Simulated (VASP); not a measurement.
Here is a VASP 6.6.1 calculation.

INCAR

```
  ALGO = Normal
  EDIFF = 1E-6
  ENCUT = 500
  GGA = PE
  GGA_COMPAT = False
  ISIF = 2
  ISMEAR = 0
  LASPH = True
  LCHARG = False
  LREAL = False
  LWAVE = False
  NBANDS = 10
  NELM = 120
  PREC = Accurate
  SIGMA = 0.01
```

Contents of KPOINTS:

```
k-points
0
Gamma
  5 5 4
```

File POSCAR:

```
H
1.0
    2.6234813800     -2.5669048200      0.0000000000
    2.6234813800      2.5669048200      0.0000000000
    0.0000000000      0.0000000000      4.1418180000
H
4
Direct
    0.9532956300      0.0467043700      0.0685088900
    0.4532956300      0.5467043700      0.4314911100
    0.5467043700      0.4532956300      0.5685088900
    0.0467043700      0.9532956300      0.9314911100
```

Potentials or basis: VASP PAW PBE potentials, release 64 (H).

Run with:

```sh
$ cat potpaw_PBE.64/H/POTCAR > POTCAR
$ mpirun -np 1 vasp_std > vasp.out
```

Task: Predict the pressure.

Result: 0.2 GPa.

Task: Predict the largest force.

Result: 0.261 eV/Å.

Stress tensor (GPa, compression positive):
```
-0.09  0.00  0.00
 0.00  0.30  0.00
 0.00  0.00  0.54
```
